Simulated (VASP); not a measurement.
Write the native input for VASP 6.6.1 that does the following.

* Task: single point
* Functional: BLYP
* Potentials or basis: VASP PAW PBE potentials, release 64 (Lu)
* Cutoff: 520 eV
* k mesh: 8 × 8 × 8
* Occupations: fermi-dirac, width 0.1 eV
* Spin: no spin polarisation
* Dipole correction: no
* Further INCAR settings: ALGO = Normal; EDIFF = 1e-06; NBANDS = 32

The structure of Lu lies in POSCAR:

```
Lu
1.0
    0.0000000000      3.9070873034      3.9070873034
    3.9070873034      0.0000000000      3.9070873034
    3.9070873034      3.9070873034      0.0000000000
Lu
2
Direct
    0.1250000000      0.1250000000      0.1250000000
    0.8750000000      0.8750000000      0.8750000000
```

This isn't the form of Lu at room conditions, which is hcp.

One way to write it, as run:

INCAR

```
SYSTEM = Lu
PREC = Accurate ; ENCUT = 520
EDIFF = 1E-6 ; ISMEAR = -1
SIGMA = 0.1 ; LREAL = .False.
LASPH = .True. ; NELM = 60
ALGO = Normal ; ISIF = 2
LWAVE = .False. ; LCHARG = .False.
GGA = B5 ; ALDAX = 1.0
AGGAX = 1.0 ; AGGAC = 1.0
ALDAC = 0.0 ; NBANDS = 32
```

KPOINTS

```
regular mesh
0
Gamma
  8 8 8
  0 0 0
```

Potentials or basis: VASP PAW PBE potentials, release 64 (Lu).

The run is started by

```sh
$ cat potpaw_PBE.64/Lu/POTCAR > POTCAR
$ mpirun -np 1 vasp_std > vasp.out
```

Results of the run:

```json
{"Pressure": "-0.7 GPa", "Band gap on the k mesh": "zero (bands 25 and 26 overlap by 0.67 eV)"}
```

Caveat: the PAW data sets were made with another functional, which shifts forces and pressure a little; spin-orbit coupling is left out, which moves the levels of the heavy elements.

Wall time 2.2 min on 1 thread of AMD EPYC 7R13 Processor (Zen 3), on a shared host, peak memory 0.26 GiB.
